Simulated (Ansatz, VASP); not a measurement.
**SiC: VASP beside Ansatz**

Contents of INCAR:

```
SYSTEM = SiC
PREC     = Accurate       ! precision mode
ENCUT    = 520            ! plane-wave cutoff, eV
EDIFF    = 1E-7           ! SCF threshold, eV
ISMEAR   = 0              ! smearing method
SIGMA    = 0.05           ! smearing width, eV
LREAL    = .False.        ! projectors in reciprocal space
LASPH    = .True.         ! aspherical terms in the spheres
NELM     = 60             ! most SCF steps
ALGO     = Normal         ! electronic algorithm
ISIF     = 2              ! what is computed and relaxed
LWAVE    = .False.        ! write WAVECAR
LCHARG   = .True.         ! write CHGCAR
GGA      = PE             ! functional
LELF     = .True.         ! ELF
LVHAR    = .True.       
NBANDS   = 11             ! bands
```

The input KPOINTS:

```
Automatic mesh
0
Gamma
  12 12 12
  0 0 0
```

File POSCAR:

```
SiC
1.0
    0.0000000000      2.1320945159      2.1320945159
    2.1320945159      0.0000000000      2.1320945159
    2.2507811106      2.2507811106     -0.1186865947
Si C
1 1
Direct
    0.0000000000      0.0000000000      0.0000000000
    0.7500000000      0.7500000000      0.7500000000
```

Input for Ansatz:

```yaml
crystal:
  lattice:
    - [0.0, 2.1320945159, 2.1320945159]
    - [2.1320945159, 0.0, 2.1320945159]
    - [2.2507811106, 2.2507811106, -0.1186865947]
  atoms:
    - { symbol: Si, position: [0.0, 0.0, 0.0] }
    - { symbol: C, position: [0.75, 0.75, 0.75] }
basis:
  ecutwfc: 520.0
kpoints:
  mp_grid: { grid: [12, 12, 12] }
hamiltonian:
  xc: pbe
scf:
  occupations: { method: gaussian, width: 0.05 }
output:
  forces: true
  stress: true
  eigenvalues: true
  write_density: true
  write_potential: true
  elf: true
  volumetric_format: npy
```

Alike in both runs: task single point; functional PBE; k mesh 12 × 12 × 12; occupations gaussian, width 0.05 eV; no spin polarisation.

|  | VASP | Ansatz |
| --- | --- | --- |
| version | VASP 6.6.1 | Ansatz 0.2.0 |
| potentials or method | VASP PAW PBE potentials, release 64 (Si, C), cutoff 520 eV | scalar-relativistic, plane waves, PAW |
| valence electrons in the cell | 8 | 8 |

Ansatz gave:

```
gap on the k mesh at the Fermi level (eV)                     : 1.10
least direct gap on the mesh (eV)                             : 4.03
pressure (GPa)                                                : 1.8
traceless stress, the component that is largest in VASP (GPa) : -13.25
rms of the force components (eV/Å)                            : 0.241
```

Task: Which values does VASP return?

Result: gap on the k mesh at the Fermi level (eV): 1.10; least direct gap on the mesh (eV): 4.02; pressure (GPa): 1.8; traceless stress, the component that is largest in VASP (GPa): -13.31; rms of the force components (eV/Å): 0.240.

Atom by atom the forces differ by 0.001 eV/Å (rms over components).
